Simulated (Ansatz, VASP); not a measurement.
## AlNi: VASP beside Ansatz

The input INCAR:

```
PREC = Accurate
ENCUT = 520
EDIFF = 1E-6
ISMEAR = 0
SIGMA = 0.15
LREAL = F
LASPH = T
NELM = 60
ALGO = Fast
ISIF = 2
LWAVE = F
LCHARG = F
GGA = PE
NBANDS = 14
```

Contents of KPOINTS:

```
Automatic mesh
0
Gamma
  16 16 16
```

File POSCAR:

```
AlNi
1.0
    2.8927237805      0.0000000000      0.0000000000
    0.0000000000      2.8927237805      0.0000000000
    0.0000000000      0.0000000000      2.8927237805
Al Ni
1 1
Direct
   -0.0138277980     -0.0138277980      0.0000000000
    0.5063566817      0.5063566817      0.5000000000
```

Input for Ansatz:

```yaml
crystal:
  lattice:
    - [2.8927237805, 0.0, 0.0]
    - [0.0, 2.8927237805, 0.0]
    - [0.0, 0.0, 2.8927237805]
  atoms:
    - { symbol: Al, position: [-0.013827798, -0.013827798, 0.0] }
    - { symbol: Ni, position: [0.5063566817, 0.5063566817, 0.5] }
basis:
  ecutwfc: 520.0
kpoints:
  mp_grid: { grid: [16, 16, 16] }
hamiltonian:
  xc: pbe
  pseudopotentials: { kind: paw, azcp: { folder: soft_1 } }
scf:
  occupations: { method: gaussian, width: 0.15 }
output:
  forces: true
  stress: true
  eigenvalues: true
```

Change from the starting cell: mode 4 frozen in at -0.040 Å and mode 5 at -0.040 Å (largest displacements).

Alike in both runs: task single point; functional PBE; k mesh 16 × 16 × 16; occupations gaussian, width 0.15 eV; no spin polarisation.

```csv
,VASP,Ansatz
version,VASP 6.6.1,Ansatz 0.2.0
potentials or method,"VASP PAW PBE potentials, release 64 (Al, Ni), cutoff 520 eV","scalar-relativistic, plane waves, PAW"
valence electrons in the cell,13,21
```

|  | VASP | Ansatz | Ansatz less VASP |
| --- | --- | --- | --- |
| gap on the k mesh at the Fermi level (eV) | none | none | - |
| pressure (GPa) | 0.4 | 0.4 | +0.05 |
| traceless stress, the component that is largest in VASP (GPa) | 0.48 | 0.47 | -0.005 |
| rms of the force components (eV/Å) | 0.275 | 0.273 | -0.0020 |

Atom by atom the forces differ by 0.002 eV/Å (rms over components). A gap of «none» marks a metal or a gap that the smearing closes. The functional is the same, so the differences come from potentials, cutoffs and numerics. VASP's potentials hold 13 valence electrons a cell and Ansatz's 21, so a difference there can come from the potentials and not from the codes.
